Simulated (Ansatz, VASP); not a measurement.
## One calculation of Cd3Cl3O, two programs

```
CELL_PARAMETERS angstrom
5.35343 0.00000 0.00000
0.00000 5.35343 0.00000
0.00000 0.00000 5.35343
ATOMIC_POSITIONS crystal
Cd 0.50000 0.50000 0.00000
Cd 0.00000 0.50000 0.50000
Cd 0.50000 0.00000 0.50000
Cl 0.50000 0.00000 0.00000
Cl 0.00000 0.50000 0.00000
Cl 0.00000 0.00000 0.50000
O 0.50000 0.50000 0.50000
```

Change from the starting cell: species swapped into the Ce3GaBr3 type (Pm-3m, No. 221).

Alike in both runs: functional PBE; k mesh 8 × 8 × 8; occupations gaussian, width 0.1 eV; no spin polarisation.

Ansatz relaxed the structure, and its values are those at the end. VASP's run is a single point on that final structure, the one shown.

```csv
,VASP,Ansatz
version,VASP 6.6.1,Ansatz 0.2.0
potentials or method,"VASP PAW PBE potentials, release 64 (Cd, Cl, O), cutoff 520 eV","scalar-relativistic, plane waves, PAW"
valence electrons in the cell,63,87
```

VASP gave:

- gap on the k mesh at the Fermi level (eV): none
- pressure (GPa): 0.3

**Question.** Which values does Ansatz return?

**Answer.** gap on the k mesh at the Fermi level (eV): none; pressure (GPa): 0.0.

A gap of «none» marks a metal or a gap that the smearing closes. With one functional, cell and mesh, what is left measures potentials, basis and numerics. VASP's potentials hold 63 valence electrons a cell and Ansatz's 87, so a difference there can come from the potentials and not from the codes.
